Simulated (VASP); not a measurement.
# TiAl (sol) (P4/mmm) in VASP: further runs

The runs below take TiAl (sol) through single point, relaxation of cell and atoms, with PBEsol.

All numbers are computed with VASP 6.6.1; they aren't measurements. Logs are shortened: lines on timing, memory, paths and dates and some standing lists are left out, and cuts for length are marked.

### 1 The cell of the first run

The structure is tetragonal, space group P4/mmm (No. 123). Conventional cell: a = 2.794 Å, b = 2.794 Å, c = 4.040 Å, α = 90.00°, β = 90.00°, γ = 90.00°. Ti (site symmetry 4/mmm) has 4 Ti at 2.79 Å and 8 Al at 2.83 Å within 3.7 Å. Within 3.7 Å of Al (site symmetry 4/mmm) lie 4 Al at 2.79 Å and 8 Ti at 2.83 Å.

### 2 Single point, PBEsol

The input, INCAR:

```
SYSTEM = TiAl
PREC = Accurate
ENCUT = 520
EDIFF = 1E-7
ISMEAR = 0
SIGMA = 0.1
LREAL = .FALSE.
LASPH = .TRUE.
NELM = 60
ALGO = Normal
ISIF = 2
LWAVE = .FALSE.
LCHARG = .TRUE.
GGA = PS
LELF = .TRUE.
LVHAR = .TRUE.
NBANDS = 14
```

The input, KPOINTS:

```
Automatic mesh
0
G
  14 14 10
  0 0 0
```

The input, POSCAR:

```
TiAl
1.0
    2.7940484197      0.0000000000      0.0000000000
    0.0000000000      2.7940484197      0.0000000000
    0.0000000000      0.0000000000      4.0403994142
Ti Al
1 1
Direct
    0.5000000000      0.5000000000      0.5000000000
    0.0000000000      0.0000000000      0.0000000000
```

Potentials or basis: VASP PAW PBE potentials, release 64 (Ti_sv, Al).

The run is started by

```sh
> cat potpaw_PBE.64/Ti_sv/POTCAR potpaw_PBE.64/Al/POTCAR > POTCAR
> mpirun -np 1 vasp_std > vasp.out
```

OUTCAR:

```text
SYSTEM = TiAl
   PREC = Accurate
   ENCUT = 520
   EDIFF = 1E-7
   ISMEAR = 0
   LREAL = .FALSE.
   LASPH = .TRUE.
   NELM = 60
   ISIF = 2
   GGA = PS

 ion  position               nearest neighbor table
   1  0.500  0.500  0.500-   2 2.83   2 2.83   2 2.83   2 2.83   2 2.83   2 2.83   2 2.83   2 2.83

   2  0.000  0.000  0.000-   1 2.83   1 2.83   1 2.83   1 2.83   1 2.83   1 2.83   1 2.83   1 2.83

  LATTYP: Found a simple tetragonal cell.
 ALAT       =     2.7940484197
 C/A-ratio  =     1.4460735132

  Lattice vectors:

 A1 = (   2.7940484197,   0.0000000000,   0.0000000000)
 A2 = (   0.0000000000,   2.7940484197,   0.0000000000)
 A3 = (   0.0000000000,   0.0000000000,   4.0403994142)

Analysis of symmetry for initial positions (statically):
=====================================================================
 Subroutine PRICEL returns:
 Original cell was already a primitive cell.

 Routine SETGRP: Setting up the symmetry group for a
 simple tetragonal supercell.

 Subroutine GETGRP returns: Found 16 space group operations
 (whereof 16 operations were pure point group operations)
 out of a pool of 16 trial point group operations.

The static configuration has the point symmetry D_4h.

Analysis of symmetry for dynamics (positions and initial velocities):
=====================================================================
 Subroutine PRICEL returns:
 Original cell was already a primitive cell.

 Routine SETGRP: Setting up the symmetry group for a
 simple tetragonal supercell.

 Subroutine GETGRP returns: Found 16 space group operations
 (whereof 16 operations were pure point group operations)
 out of a pool of 16 trial point group operations.

The dynamic configuration has the point symmetry D_4h.

 Subroutine INISYM returns: Found 16 space group operations
 (whereof 16 operations are pure point group operations),
 and found     1 'primitive' translations

----------------------------------------------------------------------------------------

                                     Primitive cell

  volume of cell :      31.5422

  direct lattice vectors                    reciprocal lattice vectors
     2.794048420  0.000000000  0.000000000     0.357903604  0.000000000  0.000000000
     0.000000000  2.794048420  0.000000000     0.000000000  0.357903604  0.000000000
     0.000000000  0.000000000  4.040399414     0.000000000  0.000000000  0.247500283

  length of vectors
     2.794048420  2.794048420  4.040399414     0.357903604  0.357903604  0.247500283

  position of ions in fractional coordinates (direct lattice)
     0.500000000  0.500000000  0.500000000
     0.000000000  0.000000000  0.000000000

  ion indices of the primitive-cell ions
   primitive index   ion index
                 1           1
                 2           2

----------------------------------------------------------------------------------------

 KPOINTS: Automatic mesh

Automatic generation of k-mesh.
 Grid dimensions read from file:
 generate k-points for:   14   14   10

 Generating k-lattice:

  Cartesian coordinates                     Fractional coordinates (reciprocal lattice)
     0.025564543  0.000000000  0.000000000     0.071428571  0.000000000  0.000000000
     0.000000000  0.025564543  0.000000000     0.000000000  0.071428571  0.000000000
     0.000000000  0.000000000  0.024750028     0.000000000  0.000000000  0.100000000

  Length of vectors
     0.025564543  0.025564543  0.024750028

  Shift w.r.t. Gamma in fractional coordinates (k-lattice)
     0.000000000  0.000000000  0.000000000

 Subroutine IBZKPT returns following result:
 ===========================================

 Found    216 irreducible k-points:

 Following reciprocal coordinates:
            Coordinates               Weight
  0.000000  0.000000  0.000000      1.000000
  0.071429  0.000000  0.000000      4.000000
  0.142857  0.000000  0.000000      4.000000
  0.214286  0.000000  0.000000      4.000000
  0.285714  0.000000  0.000000      4.000000
  0.357143  0.000000  0.000000      4.000000
[... 16 lines left out ...]
  0.285714  0.214286  0.000000      8.000000
  0.357143  0.214286  0.000000      8.000000
 [... further k-points ...]
   k-points           NKPTS =    216   k-points in BZ     NKDIM =    216   number of bands    NBANDS=     14
   number of dos      NEDOS =    301   number of ions     NIONS =      2
   total plane-waves  NPLWV =  17280
   dimension x,y,z NGX =    24 NGY =   24 NGZ =   30
   dimension x,y,z NGXF=    48 NGYF=   48 NGZF=   60
   ions per type =               1   1
   NGX,Y,Z   is equivalent  to a cutoff of  14.28, 14.28, 12.34 a.u.
   NGXF,Y,Z  is equivalent  to a cutoff of  28.56, 28.56, 24.69 a.u.
 SYSTEM =  TiAl
   PREC   = accura    normal or accurate (medium, high low for compatibility)
   ISTART =      0    job   : 0-new  1-cont  2-samecut
   ICHARG =      2    charge: 1-file 2-atom 10-const
   ISPIN  =      1    spin polarized calculation?
   LNONCOLLINEAR =      F non collinear calculations
   LSORBIT =      F    spin-orbit coupling
   LASPH  =      T    aspherical Exc in radial PAW
   ENCUT  =  520.0 eV  38.22 Ry    6.18 a.u.   5.20  5.20  7.51*2*pi/ulx,y,z
   NELM   =     60;   NELMIN=  2; NELMDL= -5     # of ELM steps
   EDIFF  = 0.1E-06   stopping-criterion for ELM
   LREAL  =      F    real-space projection
   EDIFFG = 0.1E-05   stopping-criterion for IOM
   NSW    =      0    number of steps for IOM
   IBRION =     -1    ionic relax: 0-MD 1-quasi-New 2-CG
   NFREE  =      0    steps in history (QN), initial steepest desc. (CG)
   ISIF   =      2    stress and relaxation
   ISYM   =      2    0-nonsym 1-usesym 2-fastsym
   POTIM  = 0.5000    time-step for ionic-motion
   TEBEG  =    0.0;   TEEND  =   0.0 temperature during run
   PSTRESS=    0.0 pullay stress
   NELECT =      15.0000    total number of electrons
   NUPDOWN=      -1.0000    fix difference up-down
   EMIN   =  10.00;   EMAX   =-10.00  energy-range for DOS
   EFERMI =   0.00;   METHOD = LEGACY
   ISMEAR =     0;   SIGMA  =   0.10  broadening in eV -4-tet -1-fermi 0-gaus
   EFERMI_NEDOS =   21; number of points for ismear=-14 and -15
   IALGO  =     38    algorithm
   IMIX   =      4    mixing-type and parameters
     AMIX     =   0.40;   BMIX     =  1.00
     AMIX_MAG =   1.60;   BMIX_MAG =  1.00
  volume/ion in A,a.u.               =      15.77       106.43
  Fermi-wavevector in a.u.,A,eV,Ry     =   1.277834  2.414757 22.216415  1.632860
  Thomas-Fermi vector in A             =   2.410411
   LORBIT       =      0    0 simple, 1 ext, 2 COOP (PROOUT), +10 PAW based schemes
   GGA     = PS    functional components
   LHFCALC =     F    Hartree Fock is set to
   AEXX    =    0.0000 exact exchange contribution
   IVDW    =     0    specifies the selected vdW correction
   LEPSILON=     F    determine dielectric tensor
   LRPA    =     F    only Hartree local field effects (RPA)
 non-spin polarized calculation
 Gauss-broadening in eV      SIGMA  =   0.10
  energy-cutoff  :      520.00
  volume of cell :       31.54
 maximum number of plane-waves:       888
 NGX is ok and might be reduce to    24
   NGX = 11   NGY = 11   NGZ = 15

 number of electron      14.9999997 magnetization

 Free energy of the ion-electron system (eV)
  ---------------------------------------------------
  ext. energy  EPLUGINS =         0.00000000
  ---------------------------------------------------
  free energy    TOTEN  =       -13.25313487 eV

  energy without entropy =      -13.24478125  energy(sigma->0) =      -13.24895806

 E-fermi :   8.5249     XC(G=0): -11.2622

 val. band max:        8.5137628206   @ k =   0.4286   0.1429   0.3000
 cond. band min:       8.5357928099   @ k =   0.2143   0.1429   0.5000
 fundamental gap:      0.0220299893
 Fermi energy:         8.5249023779

 k-point     1 :       0.0000    0.0000    0.0000
  band No.  band energies     occupation
      1     -47.8125      2.00000
      2     -24.3134      2.00000
      3     -23.8431      2.00000
      4     -23.8431      2.00000
      5      -0.6345      2.00000
      6       6.5753      2.00000
      7       7.6464      2.00000
      8       8.1724      2.00000
      9      10.7566      0.00000
     10      10.7566      0.00000
     11      11.9294      0.00000
     12      14.8696      0.00000
     13      17.1305      0.00000
     14      17.1305      0.00000

 k-point     2 :       0.0714    0.0000    0.0000
  band No.  band energies     occupation
      1     -47.8092      2.00000
      2     -24.3102      2.00000
      3     -23.8702      2.00000
      4     -23.8407      2.00000
      5      -0.5316      2.00000
      6       6.6608      2.00000
      7       7.6878      2.00000
      8       8.0781      2.00000
      9      10.7744      0.00000
     10      10.8699      0.00000
     11      11.8251      0.00000
     12      14.8594      0.00000
     13      15.7197      0.00000
     14      17.2640      0.00000

 k-point     3 :       0.1429    0.0000    0.0000
  band No.  band energies     occupation
      1     -47.8000      2.00000
      2     -24.3011      2.00000
      3     -23.9458      2.00000
      4     -23.8342      2.00000
      5      -0.2256      2.00000
      6       6.8943      2.00000
      7       7.7777      2.00000
      8       7.8373      2.00000
      9      10.8247      0.00000
     10      11.1786      0.00000
     11      11.5520      0.00000
     12      14.0230      0.00000
     13      14.8924      0.00000
     14      17.6373      0.00000

 k-point     4 :       0.2143    0.0000    0.0000
  band No.  band energies     occupation
      1     -47.7866      2.00000
      2     -24.2880      2.00000
      3     -24.0538      2.00000
      4     -23.8248      2.00000
      5       0.2752      2.00000
      6       7.2058      2.00000
      7       7.5302      2.00000
      8       7.7784      2.00000
      9      10.8986      0.00000
     10      11.1968      0.00000
     11      11.6305      0.00000
     12      12.7093      0.00000
     13      14.8449      0.00000
     14      18.1979      0.00000

 k-point     5 :       0.2857    0.0000    0.0000
  band No.  band energies     occupation
      1     -47.7717      2.00000
      2     -24.2734      2.00000
      3     -24.1721      2.00000
      4     -23.8142      2.00000
      5       0.9590      2.00000
      6       7.2228      2.00000
      7       7.2259      2.00000
      8       7.6902      2.00000
      9      10.8425      0.00000
     10      10.9823      0.00000
     11      12.0740      0.00000
[... 276 lines left out ...]
 k-point    22 :       0.2143    0.2143    0.0000
  band No.  band energies     occupation
      1     -47.7610      2.00000
      2     -24.2634      2.00000
      3     -24.0389      2.00000
      4     -24.0226      2.00000
      5       1.1458      2.00000
      6       7.5619      2.00000
      7       7.5828      2.00000
      8       8.2502      1.99990
      9       9.6947      0.00000
     10      10.3958      0.00000
     11      12.6306      0.00000
     12      13.2599      0.00000
     13      14.4846      0.00000
     14      15.4181      0.00000

 k-point    23 :       0.2857    0.2143    0.0000
  band No.  band energies     occupation
      1     -47.7464      2.00000
      2     -24.2492      2.00000
      3     -24.1470      2.00000
      4     -24.0170      2.00000
      5       1.7978      2.00000
      6       7.4459      2.00000
      7       7.5168      2.00000
      8       8.3279      1.99465
      9       9.5146      0.00000
     10      10.1862      0.00000
     11      12.2040      0.00000
     12      13.8975      0.00000
     13      14.6238      0.00000
     14      15.5439      0.00000

 k-point    24 :       0.3571    0.2143    0.0000
  band No.  band energies     occupation
      1     -47.7331      2.00000
      2     -24.2496      2.00000
      3     -24.2364      2.00000
      4     -24.0054      2.00000
      5       2.6068      2.00000
      6       6.7546      2.00000
      7       7.3944      2.00000
      8       8.5043      1.22938
      9       9.4989      0.00000
     10       9.8924      0.00000
     11      12.2612      0.00000
     12      14.5544      0.00000
     13      15.1994      0.00000
     14      15.6901      0.00000

 [... further k-points ...]

------------------------ aborting loop because EDIFF is reached ----------------------------------------

  FORCE on cell =-STRESS in cart. coord.  units (eV):
  Direction    XX          YY          ZZ          XY          YZ          ZX
  --------------------------------------------------------------------------------------
  -------------------------------------------------------------------------------------
  Total        0.0146042      0.0146042      0.0221322      0.0000000     -0.0000000      0.0000000
  in kB        0.7418184      0.7418184      1.1242003      0.0000000     -0.0000000      0.0000000
  external PRESSURE =       0.8692790 kB  Pullay stress =       0.0000000 kB

 VOLUME and BASIS-vectors are now :
 -----------------------------------------------------------------------------
  energy-cutoff  :      520.00
  volume of cell :       31.54
      direct lattice vectors                 reciprocal lattice vectors
     2.794048420  0.000000000  0.000000000     0.357903604  0.000000000  0.000000000
     0.000000000  2.794048420  0.000000000     0.000000000  0.357903604  0.000000000
     0.000000000  0.000000000  4.040399414     0.000000000  0.000000000  0.247500283

 POSITION                                       TOTAL-FORCE (eV/Angst)
 -----------------------------------------------------------------------------------
      1.39702      1.39702      2.02020         0.000000      0.000000      0.000000
      0.00000      0.00000      0.00000         0.000000      0.000000      0.000000
 -----------------------------------------------------------------------------------
    total drift:                                0.000000      0.000000     -0.000000

  FREE ENERGIE OF THE ION-ELECTRON SYSTEM (eV)
  ---------------------------------------------------
  free  energy   TOTEN  =       -13.2531348672 eV

  energy  without entropy=      -13.2447812522  energy(sigma->0) =      -13.24895806
```

Run time: 47 s. Hardware: 1 thread of Intel Xeon 6975P-C (Granite Rapids), shared host; peak memory 0.22 GiB.

Results:

| Quantity | Value |
| --- | --- |
| Free energy | -13.2531 eV |
| Pressure | 0.1 GPa |

Caveat: the PAW data sets were made with another functional, which shifts forces and pressure a little.

### 3 Relaxation of cell and atoms, PBEsol

This run uses another cell than the first one, of 16.06 Å³/atom, 1.019 times its volume.

The input, INCAR:

```
SYSTEM = TiAl
PREC = Accurate
ENCUT = 600
EDIFF = 1E-7
ISMEAR = 0
SIGMA = 0.1
LREAL = .FALSE.
LASPH = .TRUE.
NELM = 80
ALGO = Normal
ISIF = 3
LWAVE = .FALSE.
LCHARG = .FALSE.
GGA = PS
IBRION = 2
NSW = 100
EDIFFG = -0.002
```

The input, KPOINTS:

```
regular mesh
0
G
  14 14 10
  0 0 0
```

The input, POSCAR:

```
TiAl
1.0
    2.8107518100      0.0000000000      0.0000000000
    0.0000000000      2.8107518100      0.0000000000
    0.0000000000      0.0000000000      4.0664219200
Ti Al
1 1
Direct
    0.5000000000      0.5000000000      0.5000000000
    0.0000000000      0.0000000000      0.0000000000
```

Potentials or basis: VASP PAW PBE potentials, release 64 (Ti_sv, Al).

The run is started by

```sh
> cat potpaw_PBE.64/Ti_sv/POTCAR potpaw_PBE.64/Al/POTCAR > POTCAR
> mpirun -np 1 vasp_std > vasp.out
```

Wall time 1.8 min (1 thread of Intel Xeon 6975P-C (Granite Rapids), shared host); peak memory 0.24 GiB.

The run converged. Its results:

| Property | Result |
| --- | --- |
| Free energy | -13.2535 eV |
| Relaxed volume | 15.78 Å³/atom |
| Relaxed cell | a = 2.794 Å, b = 2.794 Å, c = 4.043 Å, α = 90.00°, β = 90.00°, γ = 90.00° |
| Space group after relaxing (to 0.05 Å) | P4/mmm (No. 123) |
| Energy gained by relaxing | 1.8 meV/atom |
| Ionic steps | 3 |
| Pressure after relaxing | 0.0 GPa |

Step by step:
```
step  energy change (eV)  largest force (eV/Å)  pressure (GPa)  volume (Å³)
   1              0.0000                0.0000           -2.06        32.13
   2             -0.0019                0.0000            1.52        31.18
   3             -0.0037                0.0000            0.00        31.56
```

Final structure:
```yaml
crystal:
  lattice:
    - [2.79419, 0.00000, 0.00000]
    - [0.00000, 2.79419, 0.00000]
    - [0.00000, 0.00000, 4.04259]
  atoms:
    - { symbol: Ti, position: [0.50000, 0.50000, 0.50000] }
    - { symbol: Al, position: [0.00000, 0.00000, 0.00000] }
```

Levels at points of the mesh, in eV from the Fermi level:
```
           k point  band 6  band 7  band 8  band 9  band 10  band 11
(0.00, 0.00, 0.00)   -1.95   -0.88   -0.36    2.23     2.23     3.40
(0.50, 0.00, 0.00)   -4.54   -1.77   -0.27    1.77     2.61     4.51
(0.50, 0.50, 0.00)   -0.45   -0.42   -0.42   -0.25    -0.25     4.40
(0.00, 0.00, 0.50)   -5.34   -0.71    0.61    1.87     1.87     3.42
(0.50, 0.00, 0.50)   -2.98   -1.22   -1.11    1.38     1.82     2.38
(0.50, 0.50, 0.50)   -2.31   -2.31    1.96    2.18     2.70     4.29
```

Caveat: the PAW data sets were made with another functional, which shifts forces and pressure a little.
